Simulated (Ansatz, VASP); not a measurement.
## Two plane-wave programs on Ir

```
CELL_PARAMETERS angstrom
0.00000 1.97092 1.97092
1.97092 0.00000 1.97092
1.97092 1.97092 0.00000
ATOMIC_POSITIONS crystal
Ir 0.00000 0.00000 0.00000
```

Alike in both runs: task single point; functional RPBE; k mesh 10 × 10 × 10; occupations gaussian, width 0.1 eV; no spin polarisation.

```csv
,VASP,Ansatz
version,VASP 6.6.1,Ansatz 0.2.0
potentials or method,"VASP PAW PBE potentials, release 64 (Ir), cutoff 500 eV","scalar-relativistic, plane waves, PAW"
valence electrons in the cell,9,17
```

|  | VASP | Ansatz | Ansatz less VASP |
| --- | --- | --- | --- |
| gap on the k mesh at the Fermi level (eV) | none | none | - |
| pressure (GPa) | -12.5 | -12.7 | -0.20 |

VASP's potentials were made for PBE, not for RPBE. A gap of «none» marks a metal or a gap that the smearing closes. VASP's potentials hold 9 valence electrons a cell and Ansatz's 17, so a difference there can come from the potentials and not from the codes.

Neither program's run includes spin-orbit coupling.
